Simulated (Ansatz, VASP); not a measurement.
# Ca in VASP and in Ansatz

```
Ca
1.0
    -2.25851    2.25851    2.25851
     2.25851   -2.25851    2.25851
     2.25851    2.25851   -2.25851
Ca
1
Direct
  0.00000 0.00000 0.00000
```

Alike in both runs: task single point; functional r2SCAN; k mesh 7 × 7 × 7; no spin polarisation.

|  | VASP | Ansatz |
| --- | --- | --- |
| version | VASP 6.6.1 | Ansatz 0.2.0 |
| potentials or method | VASP PAW PBE potentials, release 64 (Ca_sv), cutoff 520 eV | plane waves, PAW |
| occupations | methfessel-paxton of order 1, width 0.15 eV | cold, width 0.15 eV |
| valence electrons in the cell | 10 | 10 |

|  | VASP | Ansatz | Ansatz less VASP |
| --- | --- | --- | --- |
| pressure (GPa) | -0.9 | -0.9 | -0.05 |

VASP's potentials were made for PBE, not for r2SCAN.
